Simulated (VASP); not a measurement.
# CuH2 (P4_2/mcm) in VASP: single point with PBE

Aim: the single point of CuH2 with PBE.

Everything below comes from runs of VASP 6.6.1. Logs are shortened: lines on timing, memory, paths and dates and some standing lists are left out, and cuts for length are marked.

### Step 1. The cell of the first run

It takes space group P4_2/mcm (No. 132, tetragonal). Conventional cell: a = 3.265 Å, b = 3.265 Å, c = 4.836 Å, α = 90.00°, β = 90.00°, γ = 90.00°. Cu (site symmetry -42m) has 4 H at 1.64 Å within 2.2 Å. H (site symmetry m2m) has 2 Cu at 1.64 Å and 4 H at 2.23 to 2.39 Å within 2.4 Å.

The cell was generated, and may not be a known phase.

### Step 2. Single point, PBE

Contents of INCAR:

```
SYSTEM = CuH2
PREC = Accurate
ENCUT = 820
EDIFF = 1E-6
ISMEAR = 0
SIGMA = 0.1
LREAL = .False.
LASPH = .True.
NELM = 120
ALGO = Normal
ISIF = 2
LWAVE = .False.
LCHARG = .True.
GGA = PE
LELF = .True.
LVHAR = .True.
NBANDS = 30
GGA_COMPAT = .False.
```

Contents of KPOINTS:

```
Automatic mesh
0
Gamma
  6 6 4
  0 0 0
```

Contents of POSCAR:

```
CuH2
1.0
    3.2653474692      0.0000000000      0.0000000000
    0.0000000000      3.2653474692      0.0000000000
    0.0000000000      0.0000000000      4.8364076924
Cu H
2 4
Direct
    0.0000000000      0.0000000000      0.7500000000
    0.0000000000      0.0000000000      0.2500000000
    0.2413668882      0.2413668882      0.0000000000
    0.7586331118      0.7586331118      0.0000000000
    0.2413668882      0.7586331118      0.5000000000
    0.7586331118      0.2413668882      0.5000000000
```

Potentials or basis: VASP PAW PBE potentials, release 64 (Cu_sv_GW, H).

Command:

```console
cat potpaw_PBE.64/Cu_sv_GW/POTCAR potpaw_PBE.64/H/POTCAR > POTCAR
mpirun -np 1 vasp_std > vasp.out
```

OUTCAR:

```text
SYSTEM = CuH2
   PREC = Accurate
   ENCUT = 820
   EDIFF = 1E-6
   ISMEAR = 0
   LREAL = .False.
   LASPH = .True.
   NELM = 120
   ISIF = 2
   GGA = PE

 ion  position               nearest neighbor table
   1  0.000  0.000  0.750-   3 1.64   4 1.64   5 1.64   6 1.64   2 2.42   2 2.42
   2  0.000  0.000  0.250-   3 1.64   4 1.64   5 1.64   6 1.64   1 2.42   1 2.42
   3  0.241  0.241  0.000-   1 1.64   2 1.64
   4  0.759  0.759  0.000-   1 1.64   2 1.64
   5  0.241  0.759  0.500-   1 1.64   2 1.64
   6  0.759  0.241  0.500-   1 1.64   2 1.64

  LATTYP: Found a simple tetragonal cell.
 ALAT       =     3.2653474692
 C/A-ratio  =     1.4811311011

  Lattice vectors:

 A1 = (   3.2653474692,   0.0000000000,   0.0000000000)
 A2 = (   0.0000000000,   3.2653474692,   0.0000000000)
 A3 = (   0.0000000000,   0.0000000000,   4.8364076924)

Analysis of symmetry for initial positions (statically):
=====================================================================
 Subroutine PRICEL returns:
 Original cell was already a primitive cell.

 Routine SETGRP: Setting up the symmetry group for a
 simple tetragonal supercell.

 Subroutine GETGRP returns: Found 16 space group operations
 (whereof  8 operations were pure point group operations)
 out of a pool of 16 trial point group operations.

The static configuration has the point symmetry D_2h.
 The point group associated with its full space group is D_4h.

Analysis of symmetry for dynamics (positions and initial velocities):
=====================================================================
 Subroutine PRICEL returns:
 Original cell was already a primitive cell.

 Routine SETGRP: Setting up the symmetry group for a
 simple tetragonal supercell.

 Subroutine GETGRP returns: Found 16 space group operations
 (whereof  8 operations were pure point group operations)
 out of a pool of 16 trial point group operations.

The dynamic configuration has the point symmetry D_2h.
 The point group associated with its full space group is D_4h.

 Subroutine INISYM returns: Found 16 space group operations
 (whereof  8 operations are pure point group operations),
 and found     1 'primitive' translations

----------------------------------------------------------------------------------------

                                     Primitive cell

  volume of cell :      51.5682

  direct lattice vectors                    reciprocal lattice vectors
     3.265347469  0.000000000  0.000000000     0.306246122  0.000000000  0.000000000
     0.000000000  3.265347469  0.000000000     0.000000000  0.306246122  0.000000000
     0.000000000  0.000000000  4.836407692     0.000000000  0.000000000  0.206765034

  length of vectors
     3.265347469  3.265347469  4.836407692     0.306246122  0.306246122  0.206765034

  position of ions in fractional coordinates (direct lattice)
     0.000000000  0.000000000  0.750000000
     0.000000000  0.000000000  0.250000000
     0.241366888  0.241366888  0.000000000
     0.758633112  0.758633112  0.000000000
     0.241366888  0.758633112  0.500000000
     0.758633112  0.241366888  0.500000000

  ion indices of the primitive-cell ions
   primitive index   ion index
                 1           1
                 2           2
                 3           3
                 4           4
                 5           5
                 6           6

----------------------------------------------------------------------------------------

 KPOINTS: Automatic mesh

Automatic generation of k-mesh.
 Grid dimensions read from file:
 generate k-points for:    6    6    4

 Generating k-lattice:

  Cartesian coordinates                     Fractional coordinates (reciprocal lattice)
     0.051041020  0.000000000  0.000000000     0.166666667  0.000000000  0.000000000
     0.000000000  0.051041020  0.000000000     0.000000000  0.166666667  0.000000000
     0.000000000  0.000000000  0.051691258     0.000000000  0.000000000  0.250000000

  Length of vectors
     0.051041020  0.051041020  0.051691258

  Shift w.r.t. Gamma in fractional coordinates (k-lattice)
     0.000000000  0.000000000  0.000000000

 Subroutine IBZKPT returns following result:
 ===========================================

 Found     30 irreducible k-points:

 Following reciprocal coordinates:
            Coordinates               Weight
  0.000000  0.000000  0.000000      1.000000
  0.166667  0.000000  0.000000      4.000000
  0.333333  0.000000  0.000000      4.000000
  0.500000  0.000000  0.000000      2.000000
  0.166667  0.166667  0.000000      4.000000
  0.333333  0.166667  0.000000      8.000000
[... 16 lines left out ...]
  0.333333  0.000000  0.500000      4.000000
  0.500000  0.000000  0.500000      2.000000
 [... further k-points ...]
   k-points           NKPTS =     30   k-points in BZ     NKDIM =     30   number of bands    NBANDS=     30
   number of dos      NEDOS =    301   number of ions     NIONS =      6
   total plane-waves  NPLWV =  43200
   dimension x,y,z NGX =    30 NGY =   30 NGZ =   48
   dimension x,y,z NGXF=    60 NGYF=   60 NGZF=   96
   ions per type =               2   4
   NGX,Y,Z   is equivalent  to a cutoff of  15.27, 15.27, 16.50 a.u.
   NGXF,Y,Z  is equivalent  to a cutoff of  30.55, 30.55, 33.00 a.u.
 SYSTEM =  CuH2
   PREC   = accura    normal or accurate (medium, high low for compatibility)
   ISTART =      0    job   : 0-new  1-cont  2-samecut
   ICHARG =      2    charge: 1-file 2-atom 10-const
   ISPIN  =      1    spin polarized calculation?
   LNONCOLLINEAR =      F non collinear calculations
   LSORBIT =      F    spin-orbit coupling
   LASPH  =      T    aspherical Exc in radial PAW
   ENCUT  =  820.0 eV  60.27 Ry    7.76 a.u.   7.62  7.62 11.29*2*pi/ulx,y,z
   NELM   =    120;   NELMIN=  2; NELMDL= -5     # of ELM steps
   EDIFF  = 0.1E-05   stopping-criterion for ELM
   LREAL  =      F    real-space projection
   EDIFFG = 0.1E-04   stopping-criterion for IOM
   NSW    =      0    number of steps for IOM
   IBRION =     -1    ionic relax: 0-MD 1-quasi-New 2-CG
   NFREE  =      0    steps in history (QN), initial steepest desc. (CG)
   ISIF   =      2    stress and relaxation
   ISYM   =      2    0-nonsym 1-usesym 2-fastsym
   POTIM  = 0.5000    time-step for ionic-motion
   TEBEG  =    0.0;   TEEND  =   0.0 temperature during run
   PSTRESS=    0.0 pullay stress
   NELECT =      42.0000    total number of electrons
   NUPDOWN=      -1.0000    fix difference up-down
   EMIN   =  10.00;   EMAX   =-10.00  energy-range for DOS
   EFERMI =   0.00;   METHOD = LEGACY
   ISMEAR =     0;   SIGMA  =   0.10  broadening in eV -4-tet -1-fermi 0-gaus
   EFERMI_NEDOS =   21; number of points for ismear=-14 and -15
   IALGO  =     38    algorithm
   IMIX   =      4    mixing-type and parameters
     AMIX     =   0.40;   BMIX     =  1.00
     AMIX_MAG =   1.60;   BMIX_MAG =  1.00
  volume/ion in A,a.u.               =       8.59        58.00
  Fermi-wavevector in a.u.,A,eV,Ry     =   1.528847  2.889102 31.801892  2.337373
  Thomas-Fermi vector in A             =   2.636549
   LORBIT       =      0    0 simple, 1 ext, 2 COOP (PROOUT), +10 PAW based schemes
   GGA     = PE    functional components
   LHFCALC =     F    Hartree Fock is set to
   AEXX    =    0.0000 exact exchange contribution
   IVDW    =     0    specifies the selected vdW correction
   LEPSILON=     F    determine dielectric tensor
   LRPA    =     F    only Hartree local field effects (RPA)
 non-spin polarized calculation
 Gauss-broadening in eV      SIGMA  =   0.10
  energy-cutoff  :      820.00
  volume of cell :       51.57
 maximum number of plane-waves:      2768
   NGX = 15   NGY = 15   NGZ = 23

 number of electron      42.0000021 magnetization

 Free energy of the ion-electron system (eV)
  ---------------------------------------------------
  ext. energy  EPLUGINS =         0.00000000
  ---------------------------------------------------
  free energy    TOTEN  =       -18.39624403 eV

  energy without entropy =      -18.38890610  energy(sigma->0) =      -18.39257507

 E-fermi :   2.4280     XC(G=0): -10.2250

 val. band max:        2.4074815669   @ k =   0.3333   0.1667   0.5000
 cond. band min:       2.5909615813   @ k =   0.3333   0.1667   0.5000
 fundamental gap:      0.1834800144
 Fermi energy:         2.4279727787

 k-point     1 :       0.0000    0.0000    0.0000
  band No.  band energies     occupation
      1    -110.6078      2.00000
      2    -110.5971      2.00000
      3     -68.2169      2.00000
      4     -68.1078      2.00000
      5     -67.8782      2.00000
      6     -67.8782      2.00000
[... 22 lines left out ...]
     29      15.3361      0.00000
     30      15.3416      0.00000

 k-point     2 :       0.1667    0.0000    0.0000
  band No.  band energies     occupation
      1    -110.6078      2.00000
      2    -110.5971      2.00000
      3     -68.2168      2.00000
      4     -68.1080      2.00000
      5     -67.8787      2.00000
      6     -67.8782      2.00000
[... 22 lines left out ...]
     29      15.7505      0.00000
     30      15.9697      0.00000

 k-point     3 :       0.3333    0.0000    0.0000
  band No.  band energies     occupation
      1    -110.6078      2.00000
      2    -110.5969      2.00000
      3     -68.2166      2.00000
      4     -68.1079      2.00000
      5     -67.8798      2.00000
      6     -67.8783      2.00000
[... 22 lines left out ...]
     29      14.8803      0.00000
     30      17.0431      0.00000

 k-point     4 :       0.5000    0.0000    0.0000
  band No.  band energies     occupation
      1    -110.6076      2.00000
      2    -110.5969      2.00000
      3     -68.2163      2.00000
      4     -68.1077      2.00000
      5     -67.8799      2.00000
      6     -67.8781      2.00000
[... 22 lines left out ...]
     29      14.6727      0.00000
     30      15.4798      0.00000

 k-point     5 :       0.1667    0.1667    0.0000
  band No.  band energies     occupation
      1    -110.6077      2.00000
      2    -110.5971      2.00000
      3     -68.2168      2.00000
      4     -68.1079      2.00000
      5     -67.8787      2.00000
      6     -67.8786      2.00000
[... 22 lines left out ...]
     29      15.2109      0.00000
     30      15.7186      0.00000
[... 526 lines left out ...]
     29      13.3377      0.00000
     30      13.3377      0.00000

 k-point    22 :       0.1667    0.0000    0.5000
  band No.  band energies     occupation
      1    -110.6024      2.00000
      2    -110.6024      2.00000
      3     -68.1624      2.00000
      4     -68.1624      2.00000
      5     -67.8737      2.00000
      6     -67.8737      2.00000
[... 22 lines left out ...]
     29      16.3322      0.00000
     30      16.3322      0.00000

 k-point    23 :       0.3333    0.0000    0.5000
  band No.  band energies     occupation
      1    -110.6024      2.00000
      2    -110.6024      2.00000
      3     -68.1624      2.00000
      4     -68.1624      2.00000
      5     -67.8745      2.00000
      6     -67.8745      2.00000
[... 22 lines left out ...]
     29      16.1130      0.00000
     30      16.1332      0.00000

 k-point    24 :       0.5000    0.0000    0.5000
  band No.  band energies     occupation
      1    -110.6024      2.00000
      2    -110.6024      2.00000
      3     -68.1625      2.00000
      4     -68.1625      2.00000
      5     -67.8750      2.00000
      6     -67.8750      2.00000
[... 22 lines left out ...]
     29      15.2264      0.00000
     30      15.2266      0.00000

 [... further k-points ...]
[... 5 lines left out ...]
  --------------------------------------------------------------------------------------
  -------------------------------------------------------------------------------------
  Total       -0.0975592     -0.0975592     -0.0789201      0.0000000      0.0000000      0.0000000
  in kB       -3.0310782     -3.0310782     -2.4519786      0.0000000      0.0000000      0.0000000
  external PRESSURE =      -2.8380450 kB  Pullay stress =       0.0000000 kB

 VOLUME and BASIS-vectors are now :
 -----------------------------------------------------------------------------
  energy-cutoff  :      820.00
  volume of cell :       51.57
      direct lattice vectors                 reciprocal lattice vectors
     3.265347469  0.000000000  0.000000000     0.306246122  0.000000000  0.000000000
     0.000000000  3.265347469  0.000000000     0.000000000  0.306246122  0.000000000
     0.000000000  0.000000000  4.836407692     0.000000000  0.000000000  0.206765034

 POSITION                                       TOTAL-FORCE (eV/Angst)
 -----------------------------------------------------------------------------------
      0.00000      0.00000      3.62731         0.000000     -0.000000     -0.000000
      0.00000      0.00000      1.20910         0.000000     -0.000000     -0.000000
      0.78815      0.78815      0.00000        -0.017219     -0.017219      0.000000
      2.47720      2.47720      0.00000         0.017219      0.017219      0.000000
      0.78815      2.47720      2.41820        -0.017219      0.017219      0.000000
      2.47720      0.78815      2.41820         0.017219     -0.017219      0.000000
 -----------------------------------------------------------------------------------
    total drift:                                0.000000      0.000000      0.000000

  FREE ENERGIE OF THE ION-ELECTRON SYSTEM (eV)
  ---------------------------------------------------
  free  energy   TOTEN  =       -18.3962440335 eV

  energy  without entropy=      -18.3889060969  energy(sigma->0) =      -18.39257507
```

Run time: 1.7 min. Hardware: 1 thread of Intel Xeon Platinum 8488C (Sapphire Rapids), shared host; peak memory 0.26 GiB.

Results:

| Property | Result |
| --- | --- |
| Free energy | -18.3962 eV |
| Pressure | -0.3 GPa |
| Largest force | 0.024 eV/Å |
| Band gap on the k mesh | zero (bands 21 and 22 overlap by 3.08 eV) |

Forces in eV/Å, atoms in the order of the input:
```
Cu   0.000  0.000  0.000
Cu   0.000  0.000  0.000
H   -0.017 -0.017  0.000
H    0.017  0.017  0.000
H   -0.017  0.017  0.000
H    0.017 -0.017  0.000
```

Levels at points of the mesh, in eV from the Fermi level:
| k point | band 17 | band 18 | band 19 | band 20 | band 21 | band 22 | band 23 | band 24 | band 25 | band 26 |
| --- | --- | --- | --- | --- | --- | --- | --- | --- | --- | --- |
| (0.00, 0.00, 0.00) | -2.64 | -2.55 | -2.55 | -2.54 | 1.34 | 1.34 | 1.58 | 9.76 | 9.80 | 12.32 |
| (0.50, 0.00, 0.00) | -2.62 | -2.54 | -2.50 | -2.27 | -2.03 | 1.16 | 4.26 | 4.37 | 8.21 | 10.69 |
| (0.50, 0.50, 0.00) | -2.45 | -2.16 | -2.12 | -1.81 | -1.81 | -1.01 | 4.14 | 5.88 | 6.44 | 6.44 |
| (0.00, 0.00, 0.50) | -3.12 | -3.12 | -2.73 | -2.73 | 2.02 | 2.02 | 6.81 | 6.81 | 9.26 | 9.26 |
| (0.50, 0.00, 0.50) | -2.93 | -2.93 | -2.28 | -2.28 | -1.05 | -1.05 | 7.19 | 7.19 | 8.50 | 8.50 |
| (0.50, 0.50, 0.50) | -2.52 | -2.52 | -1.57 | -1.57 | -0.24 | -0.24 | 2.65 | 2.65 | 4.24 | 4.24 |

The gap in the log of VASP goes by the Fermi energy; the results here count the filled bands.